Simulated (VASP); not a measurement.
Input of a VASP 6.6.1 run:

File INCAR:

```
ALGO     = Fast           # electronic algorithm
EDIFF    = 1E-8           # SCF threshold, eV
ENCUT    = 520            # plane-wave cutoff, eV
GGA      = PE             # functional
IBRION   = 8              # ionic algorithm
ISIF     = 2              # what is computed and relaxed
ISMEAR   = -1             # smearing method
LASPH    = T              # aspherical terms in the spheres
LCHARG   = T              # write CHGCAR
LREAL    = F              # projectors in reciprocal space
LWAVE    = F              # write WAVECAR
NBANDS   = 10             # bands
NELM     = 60             # most SCF steps
NSW      = 1              # ionic steps
PREC     = Accurate       # precision mode
SIGMA    = 0.15           # smearing width, eV
```

The input KPOINTS:

```
k-points
0
Gamma
  21 21 12
```

Contents of POSCAR:

```
Li
1.0
    3.0592366314      0.0000000000      0.0000000000
   -1.5296183157      2.6493766390      0.0000000000
    0.0000000000      0.0000000000      5.0068053648
Li
2
Direct
    0.3333333333      0.6666666667      0.2500000000
    0.6666666667      0.3333333333      0.7500000000
```

Potentials or basis: VASP PAW PBE potentials, release 64 (Li_sv).

Command:

```console
$ cat potpaw_PBE.64/Li_sv/POTCAR > POTCAR
$ mpirun -np 1 vasp_std > vasp.out
```

(1) Predict the highest phonon frequency at Γ.

## Answers

(1) 320 cm⁻¹.
